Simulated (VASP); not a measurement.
RbBr: single point with PBEsol

Crystal: RbBr.

```
Rb Br
1.0
     3.90736    0.00000    0.00000
     0.00000    3.90736    0.00000
     0.00000    0.00000    4.07017
Rb Br
1 1
Direct
  0.94046 0.00000 0.00000
  0.56368 0.50000 0.50000
```

```
Program                : VASP 6.6.1
Task                   : single point
Functional             : PBEsol
Potentials or basis    : VASP PAW PBE potentials, release 64 (Rb_sv, Br)
Cutoff                 : 520 eV
k mesh                 : 6 × 6 × 6
Occupations            : gaussian, width 0.05 eV
Spin                   : no spin polarisation
Dipole correction      : no
Further INCAR settings : ALGO = Normal; EDIFF = 1e-06; NBANDS = 15
```

```
Pressure               : 3.6 GPa
Largest force          : 0.659 eV/Å
Band gap on the k mesh : 4.27 eV, indirect (least direct gap 4.40 eV)
```

Forces on the atoms (eV/Å):
```
Rb   0.659  0.000  0.000
Br  -0.659  0.000  0.000
```

Stress tensor (GPa, compression positive):
```
3.00 0.00 0.00
0.00 4.42 0.00
0.00 0.00 3.30
```

Levels at points of the mesh, in eV from the valence-band top:
| k point | band 4 | band 5 | band 6 | band 7 | band 8 | band 9 | band 10 | band 11 | band 12 | band 13 |
| --- | --- | --- | --- | --- | --- | --- | --- | --- | --- | --- |
| (0.00, 0.00, 0.00) | -8.83 | -8.78 | -0.34 | -0.27 | -0.13 | 4.27 | 5.13 | 5.95 | 9.86 | 10.36 |
| (0.50, 0.00, 0.00) | -8.81 | -8.75 | -2.12 | -0.47 | -0.20 | 6.39 | 7.64 | 8.48 | 9.06 | 9.49 |
| (0.00, 0.50, 0.00) | -8.78 | -8.77 | -2.12 | -0.63 | -0.11 | 6.47 | 7.19 | 7.97 | 8.24 | 10.28 |
| (0.50, 0.50, 0.00) | -9.20 | -8.73 | -1.31 | -1.27 | -0.32 | 5.31 | 5.98 | 7.72 | 7.93 | 11.37 |
| (0.00, 0.00, 0.50) | -8.78 | -8.75 | -2.07 | -0.39 | -0.15 | 6.41 | 7.08 | 7.83 | 8.13 | 10.62 |
| (0.50, 0.00, 0.50) | -9.11 | -8.70 | -1.31 | -1.22 | -0.10 | 5.24 | 6.32 | 8.09 | 8.42 | 10.86 |
| (0.00, 0.50, 0.50) | -9.29 | -8.71 | -1.23 | -1.11 | 0.00 | 5.30 | 6.68 | 8.15 | 8.30 | 11.69 |
| (0.50, 0.50, 0.50) | -9.21 | -9.14 | -1.72 | -1.63 | -1.55 | 7.65 | 7.69 | 8.79 | 10.31 | 10.77 |

Run time: 20 s on 1 thread of Intel(R) Xeon(R) 6975P-C (Granite Rapids), on a shared host, peak memory 0.2 GiB.

Caveat: the PAW data sets were made with another functional, which shifts forces and pressure a little. A k mesh can miss the band edges.
